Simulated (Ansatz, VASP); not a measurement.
## NaH6Os2 in VASP and in Ansatz

File INCAR:

```
SYSTEM = NaH6Os2
PREC = Accurate
ENCUT = 600
EDIFF = 1E-6
ISMEAR = 0
SIGMA = 0.1
LREAL = .FALSE.
LASPH = .TRUE.
NELM = 120
ALGO = Normal
ISIF = 2
LWAVE = .FALSE.
LCHARG = .FALSE.
GGA = RP
NBANDS = 24
GGA_COMPAT = .FALSE.
```

KPOINTS

```
Automatic mesh
0
G
  10 10 10
  0 0 0
```

Contents of POSCAR:

```
NaH6Os2
1.0
    0.0000000000      3.4734352152      3.4734352152
    3.4734352152      0.0000000000      3.4734352152
    3.4734352152      3.4734352152      0.0000000000
Na H Os
1 6 2
Direct
    0.5000000000      0.5000000000      0.5000000000
    0.7616662908      0.2383337092      0.2383337092
    0.2383337092      0.7616662908      0.7616662908
    0.2383337092      0.2383337092      0.7616662908
    0.7616662908      0.7616662908      0.2383337092
    0.7616662908      0.2383337092      0.7616662908
    0.2383337092      0.7616662908      0.2383337092
    0.2500000000      0.2500000000      0.2500000000
    0.0000000000      0.0000000000      0.0000000000
```

Input for Ansatz:

```yaml
crystal:
  lattice:
    - [0.0, 3.4734352152, 3.4734352152]
    - [3.4734352152, 0.0, 3.4734352152]
    - [3.4734352152, 3.4734352152, 0.0]
  atoms:
    - { symbol: Na, position: [0.5, 0.5, 0.5] }
    - { symbol: H, position: [0.7616662908, 0.2383337092, 0.2383337092] }
    - { symbol: H, position: [0.2383337092, 0.7616662908, 0.7616662908] }
    - { symbol: H, position: [0.2383337092, 0.2383337092, 0.7616662908] }
    - { symbol: H, position: [0.7616662908, 0.7616662908, 0.2383337092] }
    - { symbol: H, position: [0.7616662908, 0.2383337092, 0.7616662908] }
    - { symbol: H, position: [0.2383337092, 0.7616662908, 0.2383337092] }
    - { symbol: Os, position: [0.25, 0.25, 0.25] }
    - { symbol: Os, position: [0.0, 0.0, 0.0] }
kpoints:
  mp_grid: { grid: [10, 10, 10] }
hamiltonian:
  xc: rpbe
scf:
  occupations: { method: gaussian, width: 0.1 }
output:
  forces: true
  eigenvalues: true
  stress: true
```

Alike in both runs: task single point; functional RPBE; k mesh 10 × 10 × 10; occupations gaussian, width 0.1 eV; no spin polarisation.

|  | VASP | Ansatz |
| --- | --- | --- |
| version | VASP 6.6.1 | Ansatz 0.2.0 |
| potentials or method | VASP PAW PBE potentials, release 64 (Na_pv, H, Os) | scalar-relativistic, plane waves, PAW |
| plane-wave cutoff (eV) | 600 | 420 |
| valence electrons in the cell | 29 | 47 |

```csv
,VASP,Ansatz,Ansatz less VASP
gap on the k mesh at the Fermi level (eV),none,none,-
pressure (GPa),2.7,2.3,-0.37
rms of the force components (eV/Å),0.002,0.015,+0.0121
```

VASP's potentials were made for PBE, not for RPBE. Atom by atom the forces differ by 0.012 eV/Å (rms over components). A gap of «none» marks a metal or a gap that the smearing closes. The functional is the same, so the differences come from potentials, cutoffs and numerics. VASP's potentials hold 29 valence electrons a cell and Ansatz's 47, so a difference there can come from the potentials and not from the codes.

Spin-orbit coupling is off throughout.
